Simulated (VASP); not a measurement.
A run of VASP 6.6.1 is set up as follows.

File INCAR:

```
SYSTEM = Al
PREC = Accurate
ENCUT = 520
EDIFF = 1E-6
ISMEAR = 0
SIGMA = 0.15
LREAL = .FALSE.
LASPH = .TRUE.
NELM = 100
ALGO = Normal
ISIF = 2
LWAVE = .FALSE.
LCHARG = .FALSE.
GGA = PS
NBANDS = 8
```

KPOINTS

```
Automatic mesh
0
G
  20 20 20
  0 0 0
```

POSCAR

```
Al
1.0
   -0.1517985000      2.0239800000      2.0239800000
    1.8721815000      0.0000000000      1.8721815000
    2.0239800000      2.0239800000     -0.1517985000
Al
1
Direct
    0.0000000000      0.0000000000      0.0000000000
```

Potentials or basis: VASP PAW PBE potentials, release 64 (Al).

Command:

```sh
$ cat potpaw_PBE.64/Al/POTCAR > POTCAR
$ mpirun -np 1 vasp_std > vasp.out
```

Predict the band gap on the k mesh.

zero (an odd number of electrons rules out a gap without spin polarisation).

Predict the pressure.

0.4 GPa.

Stress tensor (GPa, compression positive):
```
 1.38  0.00  6.02
 0.00 -1.60  0.00
 6.02  0.00  1.38
```

Caveat: the cell differs from its parent crystal (strain -0.1500 x Voigt [0, 0, 0, 0, 1, 0]); the PAW data sets were made with another functional, which shifts forces and pressure a little.
